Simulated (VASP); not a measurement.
Input of a VASP 6.6.1 run:

Contents of INCAR:

```
ALGO = Normal
EDIFF = 1E-7
EDIFFG = -0.01
ENCUT = 600
GGA = PE
IBRION = 2
ISIF = 3
ISMEAR = 0
LASPH = T
LCHARG = F
LREAL = F
LWAVE = F
NELM = 60
NSW = 100
PREC = Accurate
SIGMA = 0.1
```

Contents of KPOINTS:

```
k-points
0
Gamma
  10 10 10
```

File POSCAR:

```
SnTe3
1.0
   -3.2410521003      3.2410521003      3.1515885197
    3.2410521003     -3.2410521003      3.1515885197
    3.2410521003      3.2410521003     -3.1515885197
Sn Te
1 3
Direct
    0.0024266272      0.0024266272      0.0000000000
    0.4997708877      0.9997708877      0.5000000000
    0.4975026446      0.4975026446      0.0000000000
    0.9997708877      0.4997708877      0.5000000000
```

Potentials or basis: VASP PAW PBE potentials, release 64 (Sn_d, Te).

Run with:

```console
$ cat potpaw_PBE.64/Sn_d/POTCAR potpaw_PBE.64/Te/POTCAR > POTCAR
$ mpirun -np 1 vasp_std > vasp.out
```

(1) Predict the space group after relaxing (to 0.05 Å).

(2) What does it give for the relaxed cell?

(3) Estimate the relaxed volume.

Results:

(1) Im-3m (No. 229).

(2) a = 5.555 Å, b = 5.555 Å, c = 5.555 Å, α = 109.48°, β = 109.48°, γ = 109.44°.

(3) 33.00 Å³/atom.
